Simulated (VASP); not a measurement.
A run of VASP 6.6.1:

INCAR

```
SYSTEM = Cr
PREC = Accurate
ENCUT = 500
EDIFF = 1E-6
ISMEAR = -1
SIGMA = 0.06122561905347299
LREAL = .FALSE.
LASPH = .TRUE.
NELM = 120
ALGO = Normal
ISIF = 2
LWAVE = .FALSE.
LCHARG = .TRUE.
GGA = PE
LELF = .TRUE.
LVHAR = .TRUE.
NBANDS = 12
GGA_COMPAT = .FALSE.
```

KPOINTS

```
regular mesh
0
G
  23 23 23
  0 0 0
```

The input POSCAR:

```
Cr
1.0
    2.3547220700      0.0000000000      0.0000000000
    0.0000000000      2.3547220700      0.0000000000
    0.0000000000      0.0000000000      2.3547220700
Cr
1
Direct
    0.0000000000      0.0000000000      0.0000000000
```

Potentials or basis: VASP PAW PBE potentials, release 64 (Cr_pv).

Run with:

```bash
$ cat potpaw_PBE.64/Cr_pv/POTCAR > POTCAR
$ mpirun -np 1 vasp_std > vasp.out
```

Hardware: 1 thread of AMD EPYC 7R13, on a shared host.

Problem. How long does it take, and how much memory?

Solution. Run time: 64 s on 1 thread of AMD EPYC 7R13 (shared host), peak memory 0.13 GiB. Counts: scf iterations 11, k points 364.
